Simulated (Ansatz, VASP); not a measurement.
Na3Al in VASP and in Ansatz

Contents of INCAR:

```
PREC = Accurate ; ENCUT = 520
EDIFF = 1E-6 ; ISMEAR = 1
SIGMA = 0.1 ; LREAL = F
LASPH = T ; NELM = 100
ALGO = Normal ; ISIF = 2
LWAVE = F ; LCHARG = F
GGA = PE ; NBANDS = 20
```

The input KPOINTS:

```
regular mesh
0
Gamma
  5 5 5
```

The input POSCAR:

```
Na3Al
1.0
    0.0000000000      3.8583888722      3.8583888722
    3.8583888722      0.0000000000      3.8583888722
    3.8583888722      3.8583888722      0.0000000000
Na Al
3 1
Direct
    0.2500000000      0.2500000000      0.2500000000
    0.7500000000      0.7500000000      0.7500000000
    0.5000000000      0.5000000000      0.5000000000
    0.0000000000      0.0000000000      0.0000000000
```

Input for Ansatz:

```yaml
crystal:
  lattice:
    - [0.0, 3.8583888722347512, 3.8583888722347512]
    - [3.8583888722347512, 0.0, 3.8583888722347512]
    - [3.8583888722347512, 3.8583888722347512, 0.0]
  atoms:
    - { symbol: Na, position: [0.25, 0.25, 0.25] }
    - { symbol: Na, position: [0.75, 0.75, 0.75] }
    - { symbol: Na, position: [0.5, 0.5, 0.5] }
    - { symbol: Al, position: [0.0, 0.0, 0.0] }
basis:
  ecutwfc: 500.0
kpoints:
  mp_grid:
    grid: [5, 5, 5]
scf:
  convergence:
    dr2_threshold: 1.0e-08
  occupations:
    method: cold
    width: 0.1
output:
  stress: true
```

Alike in both runs: task single point; functional PBE; k mesh 5 × 5 × 5; no spin polarisation.

|  | VASP | Ansatz |
| --- | --- | --- |
| version | VASP 6.6.1 | Ansatz 0.2.0 |
| potentials or method | VASP PAW PBE potentials, release 64 (Na_pv, Al), cutoff 520 eV | plane waves, PAW |
| occupations | methfessel-paxton of order 1, width 0.1 eV | cold, width 0.1 eV |
| valence electrons in the cell | 24 | 30 |

```tsv
	VASP	Ansatz	Ansatz less VASP
pressure (GPa)	-0.2	-0.2	-0.01
```

VASP's potentials hold 24 valence electrons a cell and Ansatz's 30, so a difference there can come from the potentials and not from the codes. Ansatz's warnings: stress scf threshold loose.
